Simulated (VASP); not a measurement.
# InSb: electric field gradients with PBEsol

**Measured values to compare with.**

From “Electronic Structure and Epitaxy of CdTe Shells on InSb Nanowires”, 2021, arxiv:2111.05126, for a bulk crystal of InSb: band gap 0.24 eV.

Crystal: InSb.

```
CELL_PARAMETERS angstrom
0.00000 6.47820 6.47820
6.47820 0.00000 6.47820
6.47820 6.47820 0.00000
ATOMIC_POSITIONS crystal
In 0.00000 0.00000 0.00000
In 0.00000 0.00000 0.50000
In 0.00000 0.50000 0.00000
In 0.00000 0.50000 0.50000
In 0.50000 0.00000 0.00000
In 0.50000 0.00000 0.50000
In 0.50000 0.50000 0.00000
In 0.50000 0.50000 0.50000
Sb 0.12500 0.12500 0.12500
Sb 0.12500 0.12500 0.62500
Sb 0.12500 0.62500 0.12500
Sb 0.12500 0.62500 0.62500
Sb 0.62500 0.12500 0.12500
Sb 0.62500 0.12500 0.62500
Sb 0.62500 0.62500 0.12500
Sb 0.62500 0.62500 0.62500
```

```yaml
Program: VASP 6.6.1
Task: electric field gradients
Functional: PBEsol
Potentials_or_basis: VASP PAW PBE potentials, release 64 (In_d, Sb)
Cutoff: 400 eV
k_mesh: 5 × 5 × 5
Occupations: fermi-dirac, width 0.05 eV
Spin: no spin polarisation
Dipole_correction: no
Further_INCAR_settings: ALGO = Normal; EDIFF = 1e-08; NBANDS = 86
```

The pressure is 0.9 GPa. The band gap on the k mesh is zero (filled and empty bands touch) and the largest electric field gradient by atom is zero within the noise of the run.

Levels at points of the mesh, in eV from the Fermi level:
| k point | band 70 | band 71 | band 72 | band 73 | band 74 | band 75 |
| --- | --- | --- | --- | --- | --- | --- |
| (0.00, 0.00, 0.00) | -0.32 | -0.07 | -0.07 | -0.07 | 0.41 | 0.41 |

Wall time 15 min on 1 thread of AMD EPYC 7R43 64-Core Processor (Zen 3), on a shared host, peak memory 0.58 GiB.

Measured gap of InSb: 0.24 eV (quoted in “Electronic Structure and Epitaxy of CdTe Shells on InSb Nanowires”, 2021, arxiv:2111.05126). This calculation gives 0.00 eV (-0.24 eV). Spin-orbit coupling on In, Sb is left out. The value is that of PBEsol on a finite k mesh, which can miss the band edges, without temperature or zero-point motion. Semilocal functionals fall short of measured gaps as a rule.

Caveat: semilocal functionals underestimate gaps, so a narrow gap can read as zero; the PAW data sets were made with another functional, which shifts forces and pressure a little; spin-orbit coupling is left out, which moves the levels of the heavy elements.
